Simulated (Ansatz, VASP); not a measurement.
**TiO2: VASP beside Ansatz**

```xyz
6
Lattice="-1.8464 1.8798 5.0368 1.7448 -2.0732 5.0726 1.9234 2.1503 -5.1123" Properties=species:S:1:pos:R:3 pbc="T T T"
Ti    0.0153   -0.0248    0.0552
Ti    0.0603    1.9159    2.4963
O    -0.0599   -0.0766    1.9812
O     0.0277    2.0247    4.5652
O     0.0079    2.0566    0.4208
O    -0.1134   -0.1893    8.0593
```

Change from the starting cell: all atoms moved at random (sigma 0.06 Å a component), cell strained at random (sigma 0.05).

Alike in both runs: task single point; functional PBE; k mesh 8 × 8 × 8; occupations gaussian, width 0.05 eV; no spin polarisation; Hubbard terms Ti d U = 4.0 eV.

```csv
,VASP,Ansatz
version,VASP 6.6.1,Ansatz 0.2.0
potentials or method,"VASP PAW PBE potentials, release 64 (Ti_sv, O), cutoff 520 eV","scalar-relativistic, plane waves, PAW"
valence electrons in the cell,48,48
```

```csv
,VASP,Ansatz,Ansatz less VASP
gap on the k mesh at the Fermi level (eV),2.56,2.53,-0.035
least direct gap on the mesh (eV),2.66,2.62,-0.037
pressure (GPa),-0.5,-4.3,-3.79
"traceless stress, the component that is largest in VASP (GPa)",16.60,14.38,-2.217
rms of the force components (eV/Å),0.836,0.743,-0.0931
```

The programs project onto different local orbitals, so the same U acts differently, and such runs can settle in different states. Atom by atom the forces differ by 0.179 eV/Å (rms over components).
